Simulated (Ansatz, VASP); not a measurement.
## TiO2: VASP beside Ansatz

```
Ti O
1.0
     4.60826    0.00000    0.00000
     0.00000    4.60826    0.00000
     0.00000    0.00000    2.95425
Ti O
2 4
Cartesian
  0.0000 0.0000 0.0000
  2.3041 2.3041 1.4771
  1.4027 1.4027 0.0000
  0.9015 3.7068 1.4771
  3.2056 3.2056 0.0000
  3.7068 0.9015 1.4771
```

Alike in both runs: functional PBE; dispersion D3(BJ); k mesh 6 × 6 × 10; occupations gaussian, width 0.02 eV; no spin polarisation.

Ansatz relaxed the structure, and its values are those at the end. VASP's run is a single point on that final structure, the one shown.

|  | VASP | Ansatz |
| --- | --- | --- |
| version | VASP 6.6.1 | Ansatz 0.2.0 |
| potentials or method | VASP PAW PBE potentials, release 64 (Ti_sv, O), cutoff 520 eV | scalar-relativistic, plane waves, PAW |
| valence electrons in the cell | 48 | 48 |

```csv
,VASP,Ansatz,Ansatz less VASP
gap on the k mesh at the Fermi level (eV),1.84,1.87,+0.026
least direct gap on the mesh (eV),1.84,1.87,+0.026
pressure (GPa),0.7,0.0,-0.69
rms of the force components (eV/Å),0.012,0.000,-0.0121
```
